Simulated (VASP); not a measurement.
# GeCl3 (P4/mmm) in VASP: notebook

GeCl3 is run at these levels: PBE; tasks: relaxation of cell and atoms, single point.

All numbers are computed with VASP 6.6.1; they aren't measurements. Logs are shortened: lines on timing, memory, paths and dates and some standing lists are left out, and cuts for length are marked.

## 1. The cell of the first run

The structure is tetragonal, space group P4/mmm (No. 123). The conventional cell has a = 5.040 Å, b = 5.040 Å, c = 4.829 Å, α = 90.00°, β = 90.00°, γ = 90.00°. Ge (site symmetry 4/mmm) has 4 Cl at 2.52 Å within 3.3 Å. Cl (site symmetry mmm) has 2 Ge at 2.52 Å and 2 Cl at 2.52 Å within 3.3 Å. Cl (site symmetry 4/mmm) has 4 Cl at 2.52 Å within 3.3 Å.

The cell was generated, and may not be a known phase.

## 2. Relaxation of cell and atoms, PBE

The input, INCAR:

```
  ALGO = Fast
  EDIFF = 1E-6
  EDIFFG = -0.04
  ENCUT = 600
  GGA = PE
  IBRION = 2
  ISIF = 3
  ISMEAR = 0
  LASPH = True
  LCHARG = False
  LREAL = False
  LWAVE = False
  NELM = 80
  NSW = 90
  PREC = Accurate
  SIGMA = 0.1
```

The input, KPOINTS:

```
k-points
0
Gamma
  4 4 4
```

The input, POSCAR:

```
GeCl3
1.0
    5.0401473900      0.0000000000      0.0000000000
    0.0000000000      5.0401473900      0.0000000000
    0.0000000000      0.0000000000      4.8289966900
Ge Cl
1 3
Direct
    0.5000000000      0.5000000000      0.0000000000
    0.0000000000      0.5000000000      0.0000000000
    0.5000000000      0.0000000000      0.0000000000
    0.0000000000      0.0000000000      0.0000000000
```

Potentials or basis: VASP PAW PBE potentials, release 64 (Ge_d, Cl).

Run with:

```console
cat potpaw_PBE.64/Ge_d/POTCAR potpaw_PBE.64/Cl/POTCAR > POTCAR
mpirun -np 1 vasp_std > vasp.out
```

OUTCAR:

```text
EDIFF = 1E-6
   EDIFFG = -0.04
   ENCUT = 600
   GGA = PE
   IBRION = 2
   ISIF = 3
   ISMEAR = 0
   LASPH = True
   LREAL = False
   NELM = 80
   NSW = 90
   PREC = Accurate

 ion  position               nearest neighbor table
   1  0.500  0.500  0.000-   2 2.52   3 2.52   3 2.52   2 2.52
   2  0.000  0.500  0.000-   1 2.52   4 2.52   4 2.52   1 2.52
   3  0.500  0.000  0.000-   1 2.52   4 2.52   1 2.52   4 2.52
   4  0.000  0.000  0.000-   2 2.52   3 2.52   2 2.52   3 2.52

  LATTYP: Found a simple tetragonal cell.
 ALAT       =     5.0401473900
 C/A-ratio  =     0.9581062450

  Lattice vectors:

 A1 = (   5.0401473900,   0.0000000000,   0.0000000000)
 A2 = (   0.0000000000,   5.0401473900,   0.0000000000)
 A3 = (   0.0000000000,   0.0000000000,   4.8289966900)

Analysis of symmetry for initial positions (statically):
=====================================================================
 Subroutine PRICEL returns:
 Original cell was already a primitive cell.

 Routine SETGRP: Setting up the symmetry group for a
 simple tetragonal supercell.

 Subroutine GETGRP returns: Found 16 space group operations
 (whereof 16 operations were pure point group operations)
 out of a pool of 16 trial point group operations.

The static configuration has the point symmetry D_4h.

Analysis of symmetry for dynamics (positions and initial velocities):
=====================================================================
 Subroutine PRICEL returns:
 Original cell was already a primitive cell.

 Routine SETGRP: Setting up the symmetry group for a
 simple tetragonal supercell.

 Subroutine GETGRP returns: Found 16 space group operations
 (whereof 16 operations were pure point group operations)
 out of a pool of 16 trial point group operations.

The dynamic configuration has the point symmetry D_4h.

 Subroutine INISYM returns: Found 16 space group operations
 (whereof 16 operations are pure point group operations),
 and found     1 'primitive' translations

----------------------------------------------------------------------------------------

                                     Primitive cell

  volume of cell :     122.6714

  direct lattice vectors                    reciprocal lattice vectors
     5.040147390  0.000000000  0.000000000     0.198406896  0.000000000  0.000000000
     0.000000000  5.040147390  0.000000000     0.000000000  0.198406896  0.000000000
     0.000000000  0.000000000  4.828996690     0.000000000  0.000000000  0.207082354

  length of vectors
     5.040147390  5.040147390  4.828996690     0.198406896  0.198406896  0.207082354

  position of ions in fractional coordinates (direct lattice)
     0.500000000  0.500000000  0.000000000
     0.000000000  0.500000000  0.000000000
     0.500000000  0.000000000  0.000000000
     0.000000000  0.000000000  0.000000000

  ion indices of the primitive-cell ions
   primitive index   ion index
                 1           1
                 2           2
                 3           3
                 4           4

----------------------------------------------------------------------------------------

 KPOINTS: k-points

Automatic generation of k-mesh.
 Grid dimensions read from file:
 generate k-points for:    4    4    4

 Generating k-lattice:

  Cartesian coordinates                     Fractional coordinates (reciprocal lattice)
     0.049601724  0.000000000  0.000000000     0.250000000  0.000000000  0.000000000
     0.000000000  0.049601724  0.000000000     0.000000000  0.250000000  0.000000000
     0.000000000  0.000000000  0.051770588     0.000000000  0.000000000  0.250000000

  Length of vectors
     0.049601724  0.049601724  0.051770588

  Shift w.r.t. Gamma in fractional coordinates (k-lattice)
     0.000000000  0.000000000  0.000000000

 Subroutine IBZKPT returns following result:
 ===========================================

 Found     18 irreducible k-points:

 Following reciprocal coordinates:
            Coordinates               Weight
  0.000000  0.000000  0.000000      1.000000
  0.250000  0.000000  0.000000      4.000000
  0.500000  0.000000  0.000000      2.000000
  0.250000  0.250000  0.000000      4.000000
  0.500000  0.250000  0.000000      4.000000
  0.500000  0.500000  0.000000      1.000000
[... 10 lines left out ...]
  0.500000  0.250000  0.500000      4.000000
  0.500000  0.500000  0.500000      1.000000
   k-points           NKPTS =     18   k-points in BZ     NKDIM =     18   number of bands    NBANDS=     21
   number of dos      NEDOS =    301   number of ions     NIONS =      4
   total plane-waves  NPLWV =  64000
   dimension x,y,z NGX =    40 NGY =   40 NGZ =   40
   dimension x,y,z NGXF=    80 NGYF=   80 NGZF=   80
   ions per type =               1   3
   NGX,Y,Z   is equivalent  to a cutoff of  13.19, 13.19, 13.77 a.u.
   NGXF,Y,Z  is equivalent  to a cutoff of  26.39, 26.39, 27.54 a.u.
 SYSTEM =  unknown system
   PREC   = accura    normal or accurate (medium, high low for compatibility)
   ISTART =      0    job   : 0-new  1-cont  2-samecut
   ICHARG =      2    charge: 1-file 2-atom 10-const
   ISPIN  =      1    spin polarized calculation?
   LNONCOLLINEAR =      F non collinear calculations
   LSORBIT =      F    spin-orbit coupling
   LASPH  =      T    aspherical Exc in radial PAW
   ENCUT  =  600.0 eV  44.10 Ry    6.64 a.u.  10.07 10.07  9.64*2*pi/ulx,y,z
   NELM   =     80;   NELMIN=  2; NELMDL= -5     # of ELM steps
   EDIFF  = 0.1E-05   stopping-criterion for ELM
   LREAL  =      F    real-space projection
   EDIFFG = -.4E-01   stopping-criterion for IOM
   NSW    =     90    number of steps for IOM
   IBRION =      2    ionic relax: 0-MD 1-quasi-New 2-CG
   NFREE  =      1    steps in history (QN), initial steepest desc. (CG)
   ISIF   =      3    stress and relaxation
   ISYM   =      2    0-nonsym 1-usesym 2-fastsym
   POTIM  = 0.5000    time-step for ionic-motion
   TEBEG  =    0.0;   TEEND  =   0.0 temperature during run
   PSTRESS=    0.0 pullay stress
   NELECT =      35.0000    total number of electrons
   NUPDOWN=      -1.0000    fix difference up-down
   EMIN   =  10.00;   EMAX   =-10.00  energy-range for DOS
   EFERMI =   0.00;   METHOD = LEGACY
   ISMEAR =     0;   SIGMA  =   0.10  broadening in eV -4-tet -1-fermi 0-gaus
   EFERMI_NEDOS =   21; number of points for ismear=-14 and -15
   IALGO  =     68    algorithm
   IMIX   =      4    mixing-type and parameters
     AMIX     =   0.40;   BMIX     =  1.00
     AMIX_MAG =   1.60;   BMIX_MAG =  1.00
  volume/ion in A,a.u.               =      30.67       206.96
  Fermi-wavevector in a.u.,A,eV,Ry     =   1.077746  2.036644 15.803660  1.161536
  Thomas-Fermi vector in A             =   2.213666
   LORBIT       =      0    0 simple, 1 ext, 2 COOP (PROOUT), +10 PAW based schemes
   GGA     = PE    functional components
   LHFCALC =     F    Hartree Fock is set to
   AEXX    =    0.0000 exact exchange contribution
   IVDW    =     0    specifies the selected vdW correction
   LEPSILON=     F    determine dielectric tensor
   LRPA    =     F    only Hartree local field effects (RPA)
 conjugate gradient relaxation of ions
 non-spin polarized calculation
 RMM-DIIS sequential band-by-band and
 Gauss-broadening in eV      SIGMA  =   0.10
  energy-cutoff  :      600.00
  volume of cell :      122.67
 maximum number of plane-waves:      4120
   NGX = 21   NGY = 21   NGZ = 19

--------------------------------------- Ionic step        1  -------------------------------------------

 number of electron      34.9999990 magnetization

 Free energy of the ion-electron system (eV)
  ---------------------------------------------------
  ext. energy  EPLUGINS =         0.00000000
  ---------------------------------------------------
  free energy    TOTEN  =        -8.99788980 eV

  energy without entropy =       -8.96827874  energy(sigma->0) =       -8.98308427

------------------------ aborting loop because EDIFF is reached ----------------------------------------

  FORCE on cell =-STRESS in cart. coord.  units (eV):
  Direction    XX          YY          ZZ          XY          YZ          ZX
  --------------------------------------------------------------------------------------
  -------------------------------------------------------------------------------------
  Total        9.9434799      9.9434799     -0.2333536      0.0000000     -0.0000000      0.0000000
  in kB      129.8690319    129.8690319     -3.0477662      0.0000000     -0.0000000      0.0000000
  external PRESSURE =      85.5634325 kB  Pullay stress =       0.0000000 kB
[... 23 lines left out ...]
  energy  without entropy=       -8.9682787446  energy(sigma->0) =       -8.98308427

--------------------------------------- Ionic step        2  -------------------------------------------

 number of electron      34.9999996 magnetization

 E-fermi :  -0.5570     XC(G=0):  -6.7183

 val. band max:       -0.6101500625   @ k =   0.2500   0.2500   0.5000
 cond. band min:      -0.5111089583   @ k =   0.5000   0.5000   0.2500
 fundamental gap:      0.0990411043
 Fermi energy:        -0.5569533701

 k-point     1 :       0.0000    0.0000    0.0000
  band No.  band energies     occupation
      1     -26.7803      2.00000
      2     -26.7675      2.00000
      3     -26.7675      2.00000
      4     -26.7358      2.00000
      5     -26.7344      2.00000
      6     -15.6720      2.00000
[... 456 lines left out ...]
  energy  without entropy=       -9.5738113918  energy(sigma->0) =       -9.58690619

--------------------------------------- Ionic step        3  -------------------------------------------

 number of electron      35.0000006 magnetization

 Free energy of the ion-electron system (eV)
  ---------------------------------------------------
  ext. energy  EPLUGINS =         0.00000000
  ---------------------------------------------------
  free energy    TOTEN  =        -9.71036118 eV

  energy without entropy =       -9.68396786  energy(sigma->0) =       -9.69716452

 E-fermi :   0.0411     XC(G=0):  -6.9363

 val. band max:        0.0254219274   @ k =   0.5000   0.5000   0.2500
 cond. band min:       0.1593288000   @ k =   0.2500   0.2500   0.5000
 fundamental gap:      0.1339068726
 Fermi energy:         0.0411483520

 k-point     1 :       0.0000    0.0000    0.0000
  band No.  band energies     occupation
      1     -26.0126      2.00000
      2     -25.9989      2.00000
      3     -25.9989      2.00000
      4     -25.9734      2.00000
      5     -25.9677      2.00000
      6     -15.6536      2.00000
[... 452 lines left out ...]
  FREE ENERGIE OF THE ION-ELECTRON SYSTEM (eV)
  ---------------------------------------------------
  free  energy   TOTEN  =        -9.7103611771 eV

  energy  without entropy=       -9.6839678600  energy(sigma->0) =       -9.69716452

 reached required accuracy - stopping structural energy minimisation
```

Run time: 2.7 min. Hardware: 1 thread of Oxide Virtual Turin-like, shared host; peak memory 0.23 GiB.

Results:

| Property | Result |
| --- | --- |
| Free energy | -9.7104 eV |
| Relaxed volume | 35.72 Å³/atom |
| Relaxed cell | a = 5.445 Å, b = 5.445 Å, c = 4.820 Å, α = 90.00°, β = 90.00°, γ = 90.00° |
| Space group after relaxing (to 0.1 Å) | P4/mmm (No. 123) |
| Energy gained by relaxing | 178.1 meV/atom |
| Ionic steps | 3 |
| Pressure after relaxing | 0.0 GPa |
| Band gap on the k mesh | zero (an odd number of electrons rules out a gap without spin polarisation) |

Step by step:
```tsv
step	energy change (eV)	largest force (eV/Å)	pressure (GPa)	volume (Å³)
1	0.0000	0.0000	8.56	122.67
2	-0.6021	0.0000	-2.10	153.43
3	-0.7125	0.0000	0.03	142.89
```

Final structure:
```xyz
4
Lattice="5.4449 0.0000 0.0000 0.0000 5.4449 0.0000 0.0000 0.0000 4.8199" Properties=species:S:1:pos:R:3 pbc="T T T"
Ge    2.7224    2.7224    0.0000
Cl    0.0000    2.7224    0.0000
Cl    2.7224    0.0000    0.0000
Cl    0.0000    0.0000    0.0000
```

Caveat: the volume moved by over 15 % at a fixed basis, so the end points are rough; an odd number of electrons without spin polarisation forces a metal; a magnetic or distorted state may lie lower.

## 3. Relaxation of cell and atoms, PBE

This run uses another cell than the first one, of 25.97 Å³/atom.

The input, INCAR:

```
PREC     = Accurate       # precision mode
ENCUT    = 600            # plane-wave cutoff, eV
EDIFF    = 1E-7           # SCF threshold, eV
ISMEAR   = 0              # smearing method
SIGMA    = 0.1            # smearing width, eV
LREAL    = False          # projectors in reciprocal space
LASPH    = True           # aspherical terms in the spheres
NELM     = 100            # most SCF steps
ALGO     = Fast           # electronic algorithm
ISIF     = 3              # what is computed and relaxed
LWAVE    = False          # write WAVECAR
LCHARG   = False          # write CHGCAR
GGA      = PE             # functional
IBRION   = 2              # ionic algorithm
NSW      = 90             # ionic steps
EDIFFG   = -0.04          # ionic threshold
```

The input, KPOINTS:

```
regular mesh
0
Gamma
  4 4 6
```

The input, POSCAR:

```
GeCl3
1.0
    5.4420422715      0.0000000000      0.0000000000
    0.0000000000      5.4420422715      0.0000000000
    0.0000000000      0.0000000000      3.5079709434
Ge Cl
1 3
Direct
    0.5000000000      0.5000000000      0.0000000000
    0.0000000000      0.5000000000      0.0000000000
    0.5000000000      0.0000000000      0.0000000000
    0.0000000000      0.0000000000      0.0000000000
```

Potentials or basis: VASP PAW PBE potentials, release 64 (Ge_d, Cl).

Run with:

```console
cat potpaw_PBE.64/Ge_d/POTCAR potpaw_PBE.64/Cl/POTCAR > POTCAR
mpirun -np 1 vasp_std > vasp.out
```

Wall time 3.8 min (1 thread of Oxide Virtual Turin-like, shared host); peak memory 0.24 GiB.

It converged, with:

- Free energy: -9.7705 eV
- Relaxed volume: 26.49 Å³/atom
- Relaxed cell: a = 5.426 Å, b = 5.426 Å, c = 3.599 Å, α = 90.00°, β = 90.00°, γ = 90.00°
- Space group after relaxing (to 0.1 Å): P4/mmm (No. 123)
- Energy gained by relaxing: 2.0 meV/atom
- Ionic steps: 5
- Pressure after relaxing: 0.1 GPa
- Band gap on the k mesh: zero (an odd number of electrons rules out a gap without spin polarisation)

Step by step:
```tsv
step	energy change (eV)	largest force (eV/Å)	pressure (GPa)	volume (Å³)
1	0.0000	0.0000	0.03	103.89
2	-0.0030	0.0000	0.24	103.97
3	-0.0042	0.0000	0.48	104.05
4	-0.0064	0.0000	0.31	104.96
5	-0.0079	0.0000	0.14	105.96
```

Final structure:
```xyz
4
Lattice="5.4257 0.0000 0.0000 0.0000 5.4257 0.0000 0.0000 0.0000 3.5992" Properties=species:S:1:pos:R:3 pbc="T T T"
Ge    2.7129    2.7129    0.0000
Cl    0.0000    2.7129    0.0000
Cl    2.7129    0.0000    0.0000
Cl    0.0000    0.0000    0.0000
```

Levels at points of the mesh, in eV from the Fermi level:
| k point | band 16 | band 17 | band 18 | band 19 | band 20 | band 21 |
| --- | --- | --- | --- | --- | --- | --- |
| (0.00, 0.00, 0.00) | -0.44 | 1.00 | 1.00 | 3.76 | 4.77 | 4.77 |
| (0.50, 0.00, 0.00) | -1.43 | -0.60 | 1.03 | 1.48 | 3.41 | 4.37 |
| (0.50, 0.50, 0.00) | -1.73 | -1.23 | -0.92 | 1.07 | 1.07 | 3.04 |
| (0.00, 0.00, 0.50) | -1.73 | 0.15 | 1.09 | 1.09 | 5.40 | 5.43 |
| (0.50, 0.00, 0.50) | -1.82 | -1.19 | -0.44 | 1.11 | 2.16 | 5.02 |
| (0.50, 0.50, 0.50) | -1.86 | -1.86 | -1.16 | -0.80 | 1.78 | 1.78 |

Caveat: an odd number of electrons without spin polarisation forces a metal; a magnetic or distorted state may lie lower.

[end of part 1 of 2]

The gap in the log of VASP goes by the Fermi energy; the results here count the filled bands.